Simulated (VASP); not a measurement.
**SiBr5: single point with PBE**

Crystal: SiBr5.

```xyz
6
Lattice="5.4935 0.0000 0.0000 -2.7467 4.7575 0.0000 0.0000 0.0000 9.2146" Properties=species:S:1:pos:R:3 pbc="T T T"
Si    0.0000    0.0000    0.0000
Br   -1.3734    2.3787    4.6073
Br    0.0000    3.1716    0.0000
Br    2.7467    1.5858    0.0000
Br    2.7467    0.0000    4.6073
Br    1.3734    2.3787    4.6073
```

The cell was built from a structure type or drawn by symmetry, and may not be a known phase.

```json
{
 "Program": "VASP 6.6.1",
 "Task": "single point",
 "Functional": "PBE",
 "Potentials or basis": "VASP PAW PBE potentials, release 64 (Si, Br)",
 "Cutoff": "520 eV",
 "k mesh": "6 × 6 × 8",
 "Occupations": "gaussian, width 0.1 eV",
 "Spin": "no spin polarisation",
 "Dipole correction": "no",
 "Further INCAR settings": "ALGO = Normal; EDIFF = 1e-07; NBANDS = 28"
}
```

```yaml
Pressure: 0.0 GPa
Band_gap_on_the_k_mesh: zero (an odd number of electrons rules out a gap without spin polarisation)
```

Levels at points of the mesh, in eV from the Fermi level:
```csv
k point,band 17,band 18,band 19,band 20,band 21,band 22,band 23,band 24
"(0.00, 0.00, 0.00)",-1.71,-0.99,0.60,0.73,1.59,1.59,2.83,2.83
"(0.50, 0.00, 0.00)",-1.72,-1.60,-1.55,-0.41,0.18,1.36,1.54,1.98
"(0.00, 0.00, 0.50)",-1.70,-0.99,0.60,0.72,1.59,1.59,2.83,2.83
"(0.50, 0.00, 0.50)",-1.72,-1.60,-1.59,-0.41,0.19,1.36,1.54,1.97
```

Run time: 8.5 min on 1 thread of Intel Xeon 8259CL (shared host), peak memory 0.42 GiB.

Caveat: this functional lacks dispersion, which binds the layers, so the pressure and a relaxed spacing across them are unreliable; an odd number of electrons without spin polarisation forces a metal; a magnetic or distorted state may lie lower.
